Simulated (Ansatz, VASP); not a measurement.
## Two plane-wave programs on Ni2H

```
Ni H
1.0
     2.48617    0.00000    0.00000
    -1.24309    2.15309    0.00000
     0.00000    0.00000    4.11838
Ni H
2 1
Direct
  0.66667 0.33333 0.76844
  0.33333 0.66667 0.28756
  0.00000 0.00000 0.02800
```

Alike in both runs: task relaxation of cell and atoms; functional LDA; k mesh 18 × 18 × 10; occupations fermi-dirac, width 0.15 eV; no spin polarisation.

|  | VASP | Ansatz |
| --- | --- | --- |
| version | VASP 6.6.1 | Ansatz 0.2.0 |
| potentials or method | VASP PAW LDA potentials, release 64 (Ni, H), cutoff 600 eV | scalar-relativistic, plane waves, PAW |
| valence electrons in the cell | 21 | 37 |

VASP gave:

- gap on the k mesh at the Fermi level, each at its own relaxed structure (eV): none
- relaxed volume (Å³/atom): 7.38
- relaxed length of the cell vector where the two differ most in proportion (Å): 2.492

Question: What did Ansatz give for the same quantities?

Answer: gap on the k mesh at the Fermi level, each at its own relaxed structure (eV): none; relaxed volume (Å³/atom): 7.38; relaxed length of the cell vector where the two differ most in proportion (Å): 2.491.

LDA's correlation is that of Perdew and Zunger in VASP and of Perdew and Wang (1992) in Ansatz. A gap of «none» marks a metal or a gap that the smearing closes. VASP's potentials hold 21 valence electrons a cell and Ansatz's 37, so a difference there can come from the potentials and not from the codes.
